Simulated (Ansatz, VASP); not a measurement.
Two plane-wave programs on MgS

```xyz
2
Lattice="0.0000 2.9965 2.5645 2.9965 0.0000 2.5645 2.9965 2.9965 0.0000" Properties=species:S:1:pos:R:3 pbc="T T T"
Mg    0.0000    0.0000    0.0000
S     1.4982    1.4982    1.2822
```

Change from the starting cell: epitaxial_xy strain +5.8%.

Alike in both runs: task single point; functional PBE; k mesh 8 × 8 × 8; occupations fermi-dirac, width 0.02 eV; no spin polarisation.

|  | VASP | Ansatz |
| --- | --- | --- |
| version | VASP 6.6.1 | Ansatz 0.2.0 |
| potentials or method | VASP PAW PBE potentials, release 64 (Mg, S) | plane waves, PAW |
| plane-wave cutoff (eV) | 520 | 420 |
| valence electrons in the cell | 8 | 16 |

```tsv
	VASP	Ansatz	Ansatz less VASP
gap on the k mesh at the Fermi level (eV)	3.09	3.10	+0.008
pressure (GPa)	-0.6	-0.5	+0.16
traceless stress, the component that is largest in VASP (GPa)	1.41	1.38	-0.027
```

VASP's potentials hold 8 valence electrons a cell and Ansatz's 16, so a difference there can come from the potentials and not from the codes.
